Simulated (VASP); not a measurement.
# BAsI6 (P1) in VASP: single point with PBEsol

Aim: the single point of BAsI6 with PBEsol.

Program: VASP 6.6.1. These are calculated values, not measurements. Logs are shortened: lines on timing, memory, paths and dates and some standing lists are left out, and cuts for length are marked.

### 1 The cell of the first run

The typed cell holds 8 atoms: a = 5.818 Å, b = 5.800 Å, c = 11.795 Å, α = 73.36°, β = 101.24°, γ = 84.99°.

### 2 Single point, PBEsol

Input file INCAR:

```
SYSTEM = BAsI6
PREC     = Accurate       ! precision mode
ENCUT    = 520            ! plane-wave cutoff, eV
EDIFF    = 1E-6           ! SCF threshold, eV
ISMEAR   = -1             ! smearing method
SIGMA    = 0.05           ! smearing width, eV
LREAL    = .FALSE.        ! projectors in reciprocal space
LASPH    = .TRUE.         ! aspherical terms in the spheres
NELM     = 80             ! most SCF steps
ALGO     = Normal         ! electronic algorithm
ISIF     = 2              ! what is computed and relaxed
LWAVE    = .FALSE.        ! write WAVECAR
LCHARG   = .FALSE.        ! write CHGCAR
GGA      = PS             ! functional
NBANDS   = 35             ! bands
```

Input file KPOINTS:

```
Automatic mesh
0
G
  4 4 2
  0 0 0
```

Input file POSCAR:

```
BAsI6
1.0
    4.2972900827     -3.8801078063     -0.5738702654
    4.2648483105      3.8388399074      0.8460600556
    0.3686390031      2.1396549293     11.5929973085
B As I
1 1 6
Direct
    0.8573154524      1.0059668915      0.8045732707
    0.0418404078     -0.0814227772      0.2736498373
    0.4680713662     -0.1637744540      0.2392123055
   -0.0482666845      0.3922101667      0.2049810067
    0.7000531024      1.2454227911      0.6298927312
    1.1296521560      0.7135172615      0.8341556079
    0.1219031170     -0.1908244425      0.5052628505
   -0.2627824963      0.0610670063      0.9551844210
```

Potentials or basis: VASP PAW PBE potentials, release 64 (B, As, I).

The run is started by

```bash
$ cat potpaw_PBE.64/B/POTCAR potpaw_PBE.64/As/POTCAR potpaw_PBE.64/I/POTCAR > POTCAR
$ mpirun -np 1 vasp_std > vasp.out
```

OUTCAR:

```text
SYSTEM = BAsI6
   PREC = Accurate
   ENCUT = 520
   EDIFF = 1E-6
   ISMEAR = -1
   LREAL = .FALSE.
   LASPH = .TRUE.
   NELM = 80
   ISIF = 2
   GGA = PS

 ion  position               nearest neighbor table
   1  0.857  0.006  0.805-   5 2.10   6 2.12   8 2.13
   2  0.042  0.919  0.274-   7 2.56   4 2.60   3 2.62
   3  0.468  0.836  0.239-   2 2.62
   4  0.952  0.392  0.205-   2 2.60
   5  0.700  0.245  0.630-   1 2.10
   6  0.130  0.714  0.834-   1 2.12
   7  0.122  0.809  0.505-   2 2.56
   8  0.737  0.061  0.955-   1 2.13

  LATTYP: Found a triclinic cell.
 ALAT       =     5.8181840573
 B/A-ratio  =     1.3489654129
 C/A-ratio  =     1.9863592640
 COS(alpha) =     0.0250302627
 COS(beta)  =     0.2426722236
 COS(gamma) =     0.6767801870

  Lattice vectors:

 A1 = (   4.2972900827,  -3.8801078063,  -0.5738702654)
 A2 = (   0.0324417722,  -7.7189477137,  -1.4199303210)
 A3 = (   3.8962093074,   1.6991849781, -10.7469372529)

Analysis of symmetry for initial positions (statically):
=====================================================================
 Subroutine PRICEL returns:
 Original cell was already a primitive cell.

 Routine SETGRP: Setting up the symmetry group for a
 triclinic supercell.

 Subroutine GETGRP returns: Found  1 space group operations
 (whereof  1 operations were pure point group operations)
 out of a pool of  2 trial point group operations.

The static configuration has the point symmetry C_1 .

Analysis of symmetry for dynamics (positions and initial velocities):
=====================================================================
 Subroutine PRICEL returns:
 Original cell was already a primitive cell.

 Routine SETGRP: Setting up the symmetry group for a
 triclinic supercell.

 Subroutine GETGRP returns: Found  1 space group operations
 (whereof  1 operations were pure point group operations)
 out of a pool of  2 trial point group operations.

The dynamic configuration has the point symmetry C_1 .

 Subroutine INISYM returns: Found  1 space group operations
 (whereof  1 operations are pure point group operations),
 and found     1 'primitive' translations

----------------------------------------------------------------------------------------

                                     Primitive cell

  volume of cell :     369.6728

  direct lattice vectors                    reciprocal lattice vectors
     4.297290083 -3.880107806 -0.573870265     0.115489655 -0.132902621  0.020856708
     4.264848310  3.838839907  0.846060056     0.118359249  0.135335960 -0.028741841
     0.368639003  2.139654929 11.592997308    -0.002920983 -0.016455728  0.089388994

  length of vectors
     5.818184057  5.800124185 11.794558259     0.177301916  0.182073686  0.090937976

  position of ions in fractional coordinates (direct lattice)
     0.857315452  0.005966892  0.804573271
     0.041840408  0.918577223  0.273649837
     0.468071366  0.836225546  0.239212305
     0.951733316  0.392210167  0.204981007
     0.700053102  0.245422791  0.629892731
     0.129652156  0.713517262  0.834155608
     0.121903117  0.809175557  0.505262851
     0.737217504  0.061067006  0.955184421

  ion indices of the primitive-cell ions
   primitive index   ion index
                 1           1
                 2           2
                 3           3
                 4           4
                 5           5
                 6           6
                 7           7
                 8           8

----------------------------------------------------------------------------------------

 KPOINTS: Automatic mesh

Automatic generation of k-mesh.
 Grid dimensions read from file:
 generate k-points for:    4    4    2

 Generating k-lattice:

  Cartesian coordinates                     Fractional coordinates (reciprocal lattice)
     0.028872414 -0.033225655  0.005214177     0.250000000  0.000000000  0.000000000
     0.029589812  0.033833990 -0.007185460     0.000000000  0.250000000  0.000000000
    -0.001460492 -0.008227864  0.044694497    -0.000000000 -0.000000000  0.500000000

  Length of vectors
     0.044325479  0.045518421  0.045468988

  Shift w.r.t. Gamma in fractional coordinates (k-lattice)
     0.000000000  0.000000000  0.000000000

 Subroutine IBZKPT returns following result:
 ===========================================

 Found     20 irreducible k-points:

 Following reciprocal coordinates:
            Coordinates               Weight
  0.000000  0.000000  0.000000      1.000000
  0.250000  0.000000  0.000000      2.000000
  0.500000  0.000000  0.000000      1.000000
  0.000000  0.250000 -0.000000      2.000000
  0.250000  0.250000 -0.000000      2.000000
  0.500000  0.250000 -0.000000      2.000000
[... 12 lines left out ...]
  0.250000  0.500000  0.500000      2.000000
  0.500000  0.500000  0.500000      1.000000
   k-points           NKPTS =     20   k-points in BZ     NKDIM =     20   number of bands    NBANDS=     35
   number of dos      NEDOS =    301   number of ions     NIONS =      8
   total plane-waves  NPLWV = 207360
   dimension x,y,z NGX =    48 NGY =   48 NGZ =   90
   dimension x,y,z NGXF=    96 NGYF=   96 NGZF=  180
   ions per type =               1   1   6
   NGX,Y,Z   is equivalent  to a cutoff of  13.72, 13.76, 12.69 a.u.
   NGXF,Y,Z  is equivalent  to a cutoff of  27.43, 27.52, 25.37 a.u.
 SYSTEM =  BAsI6
   PREC   = accura    normal or accurate (medium, high low for compatibility)
   ISTART =      0    job   : 0-new  1-cont  2-samecut
   ICHARG =      2    charge: 1-file 2-atom 10-const
   ISPIN  =      1    spin polarized calculation?
   LNONCOLLINEAR =      F non collinear calculations
   LSORBIT =      F    spin-orbit coupling
   LASPH  =      T    aspherical Exc in radial PAW
   ENCUT  =  520.0 eV  38.22 Ry    6.18 a.u.  10.82 10.78 21.93*2*pi/ulx,y,z
   NELM   =     80;   NELMIN=  2; NELMDL= -5     # of ELM steps
   EDIFF  = 0.1E-05   stopping-criterion for ELM
   LREAL  =      F    real-space projection
   EDIFFG = 0.1E-04   stopping-criterion for IOM
   NSW    =      0    number of steps for IOM
   IBRION =     -1    ionic relax: 0-MD 1-quasi-New 2-CG
   NFREE  =      0    steps in history (QN), initial steepest desc. (CG)
   ISIF   =      2    stress and relaxation
   ISYM   =      2    0-nonsym 1-usesym 2-fastsym
   POTIM  = 0.5000    time-step for ionic-motion
   TEBEG  =    0.0;   TEEND  =   0.0 temperature during run
   PSTRESS=    0.0 pullay stress
   NELECT =      50.0000    total number of electrons
   NUPDOWN=      -1.0000    fix difference up-down
   EMIN   =  10.00;   EMAX   =-10.00  energy-range for DOS
   EFERMI =   0.00;   METHOD = LEGACY
   ISMEAR =    -1;   SIGMA  =   0.05  broadening in eV -4-tet -1-fermi 0-gaus
   EFERMI_NEDOS =   21; number of points for ismear=-14 and -15
   IALGO  =     38    algorithm
   IMIX   =      4    mixing-type and parameters
     AMIX     =   0.40;   BMIX     =  1.00
     AMIX_MAG =   1.60;   BMIX_MAG =  1.00
  volume/ion in A,a.u.               =      46.21       311.83
  Fermi-wavevector in a.u.,A,eV,Ry     =   0.840348  1.588027  9.608219  0.706184
  Thomas-Fermi vector in A             =   1.954715
   LORBIT       =      0    0 simple, 1 ext, 2 COOP (PROOUT), +10 PAW based schemes
   GGA     = PS    functional components
   LHFCALC =     F    Hartree Fock is set to
   AEXX    =    0.0000 exact exchange contribution
   IVDW    =     0    specifies the selected vdW correction
   LEPSILON=     F    determine dielectric tensor
   LRPA    =     F    only Hartree local field effects (RPA)
 non-spin polarized calculation
  energy-cutoff  :      520.00
  volume of cell :      369.67
 maximum number of plane-waves:      9967
 NGX is ok and might be reduce to    48
   NGX = 21   NGY = 21   NGZ = 43

 number of electron      49.9999998 magnetization

 Free energy of the ion-electron system (eV)
  ---------------------------------------------------
  ext. energy  EPLUGINS =         0.00000000
  ---------------------------------------------------
  free energy    TOTEN  =       -22.91859570 eV

  energy without entropy =      -22.91859427  energy(sigma->0) =      -22.91859498

 E-fermi :   1.1528     XC(G=0):  -7.1301

 val. band max:        0.5573802614   @ k =   0.5000   0.5000  -0.0000
 cond. band min:       1.7183207671   @ k =   0.5000   0.5000   0.5000
 fundamental gap:      1.1609405056
 Fermi energy:         1.1527852715

 k-point     1 :       0.0000    0.0000    0.0000
  band No.  band energies     occupation
      1     -12.6665      2.00000
      2     -12.4374      2.00000
      3     -11.4719      2.00000
      4     -11.3866      2.00000
      5     -11.0537      2.00000
      6     -10.9290      2.00000
[... 27 lines left out ...]
     34       6.5357      0.00000
     35       6.6117      0.00000

 k-point     2 :       0.2500    0.0000    0.0000
  band No.  band energies     occupation
      1     -12.5876      2.00000
      2     -12.4051      2.00000
      3     -11.4913      2.00000
      4     -11.3858      2.00000
      5     -11.0880      2.00000
      6     -11.0164      2.00000
[... 27 lines left out ...]
     34       6.7107      0.00000
     35       6.8154      0.00000

 k-point     3 :       0.5000    0.0000    0.0000
  band No.  band energies     occupation
      1     -12.5029      2.00000
      2     -12.3599      2.00000
      3     -11.5241      2.00000
      4     -11.3731      2.00000
      5     -11.1944      2.00000
      6     -11.0517      2.00000
[... 27 lines left out ...]
     34       6.8236      0.00000
     35       7.1607      0.00000

 k-point     4 :       0.0000    0.2500   -0.0000
  band No.  band energies     occupation
      1     -12.5844      2.00000
      2     -12.4126      2.00000
      3     -11.4765      2.00000
      4     -11.3895      2.00000
      5     -11.1357      2.00000
      6     -10.9769      2.00000
[... 27 lines left out ...]
     34       6.6052      0.00000
     35       6.9534      0.00000

 k-point     5 :       0.2500    0.2500   -0.0000
  band No.  band energies     occupation
      1     -12.5436      2.00000
      2     -12.3804      2.00000
      3     -11.4823      2.00000
      4     -11.3862      2.00000
      5     -11.1077      2.00000
      6     -11.0216      2.00000
[... 486 lines left out ...]
 k-point    18 :       0.0000    0.5000    0.5000
  band No.  band energies     occupation
      1     -12.4702      2.00000
      2     -12.4078      2.00000
      3     -11.4698      2.00000
      4     -11.3912      2.00000
      5     -11.2535      2.00000
      6     -11.0161      2.00000
[... 27 lines left out ...]
     34       6.7303      0.00000
     35       6.9594      0.00000

 k-point    19 :       0.2500    0.5000    0.5000
  band No.  band energies     occupation
      1     -12.4480      2.00000
      2     -12.3560      2.00000
      3     -11.4866      2.00000
      4     -11.3836      2.00000
      5     -11.2201      2.00000
      6     -11.0467      2.00000
[... 27 lines left out ...]
     34       6.9640      0.00000
     35       7.1812      0.00000

 k-point    20 :       0.5000    0.5000    0.5000
  band No.  band energies     occupation
      1     -12.4330      2.00000
      2     -12.2905      2.00000
      3     -11.5035      2.00000
      4     -11.3768      2.00000
      5     -11.1377      2.00000
      6     -11.1290      2.00000
[... 27 lines left out ...]
     34       7.2979      0.00000
     35       7.4875      0.00000

------------------------ aborting loop because EDIFF is reached ----------------------------------------

  FORCE on cell =-STRESS in cart. coord.  units (eV):
  Direction    XX          YY          ZZ          XY          YZ          ZX
  --------------------------------------------------------------------------------------
  -------------------------------------------------------------------------------------
  Total        0.0330537      0.1419640      0.2409192     -0.0085429      0.0675961     -0.0153261
  in kB        0.1432562      0.6152780      1.0441537     -0.0370253      0.2929641     -0.0664241
  external PRESSURE =       0.6008960 kB  Pullay stress =       0.0000000 kB

 VOLUME and BASIS-vectors are now :
 -----------------------------------------------------------------------------
  energy-cutoff  :      520.00
  volume of cell :      369.67
      direct lattice vectors                 reciprocal lattice vectors
     4.297290083 -3.880107806 -0.573870265     0.115489655 -0.132902621  0.020856708
     4.264848310  3.838839907  0.846060056     0.118359249  0.135335960 -0.028741841
     0.368639003  2.139654929 11.592997308    -0.002920983 -0.016455728  0.089388994

 POSITION                                       TOTAL-FORCE (eV/Angst)
 -----------------------------------------------------------------------------------
      4.00618     -1.58206      8.84048        -0.001917     -0.005138      0.004014
      4.19827      3.94944      3.92558        -0.028840      0.001594     -0.024907
      5.66600      1.90580      3.21207         0.011180     -0.012442      0.000440
      5.83815     -1.74861      2.16201         0.010133      0.015661     -0.004301
      4.28723     -0.42639      7.10825         0.006288      0.012467     -0.020187
      3.90770      4.02082     10.19964        -0.001440     -0.017740     -0.000144
      4.16112      3.71439      6.47217         0.003945     -0.002874      0.028497
      3.78060     -0.58229     10.70205         0.000651      0.008472      0.016588
 -----------------------------------------------------------------------------------
    total drift:                               -0.000115     -0.000159     -0.000223

  FREE ENERGIE OF THE ION-ELECTRON SYSTEM (eV)
  ---------------------------------------------------
  free  energy   TOTEN  =       -22.9185956985 eV

  energy  without entropy=      -22.9185942683  energy(sigma->0) =      -22.91859498
```

Run time: 9 min. Hardware: 1 thread of AMD EPYC 7R13, shared host; peak memory 0.6 GiB.

What came out:

| Quantity | Value |
| --- | --- |
| Free energy | -22.9186 eV |
| Pressure | 0.1 GPa |
| Largest force | 0.038 eV/Å |
| Band gap on the k mesh | 1.16 eV (least direct gap 1.18 eV) |

Forces in eV/Å, atoms in the order of the input:
```
B   -0.002 -0.005  0.004
As  -0.029  0.002 -0.025
I    0.011 -0.012  0.000
I    0.010  0.016 -0.004
I    0.006  0.012 -0.020
I   -0.001 -0.018  0.000
I    0.004 -0.003  0.028
I    0.001  0.008  0.017
```

Levels at points of the mesh, in eV from the valence-band top:
| k point | band 22 | band 23 | band 24 | band 25 | band 26 | band 27 | band 28 | band 29 |
| --- | --- | --- | --- | --- | --- | --- | --- | --- |
| (0.00, 0.00, 0.00) | -0.67 | -0.54 | -0.43 | -0.26 | 2.31 | 2.64 | 3.09 | 3.72 |
| (0.50, 0.00, 0.00) | -0.75 | -0.63 | -0.52 | -0.23 | 1.83 | 2.46 | 2.86 | 3.46 |
| (0.00, 0.50, 0.00) | -0.78 | -0.58 | -0.49 | -0.28 | 1.88 | 2.49 | 3.07 | 3.77 |
| (0.50, 0.50, 0.00) | -0.49 | -0.22 | -0.05 | 0.00 | 1.20 | 2.02 | 2.57 | 2.86 |
| (0.00, 0.00, 0.50) | -0.80 | -0.62 | -0.46 | -0.29 | 2.28 | 2.70 | 3.19 | 3.59 |
| (0.50, 0.00, 0.50) | -0.70 | -0.60 | -0.50 | -0.30 | 1.78 | 2.46 | 2.94 | 3.38 |
| (0.00, 0.50, 0.50) | -0.84 | -0.61 | -0.55 | -0.33 | 1.91 | 2.54 | 3.02 | 3.70 |
| (0.50, 0.50, 0.50) | -0.32 | -0.19 | -0.11 | -0.01 | 1.16 | 2.03 | 2.62 | 2.85 |

Caveat: the PAW data sets were made with another functional, which shifts forces and pressure a little; spin-orbit coupling is left out, which moves the levels of the heavy elements. A k mesh can miss the band edges.
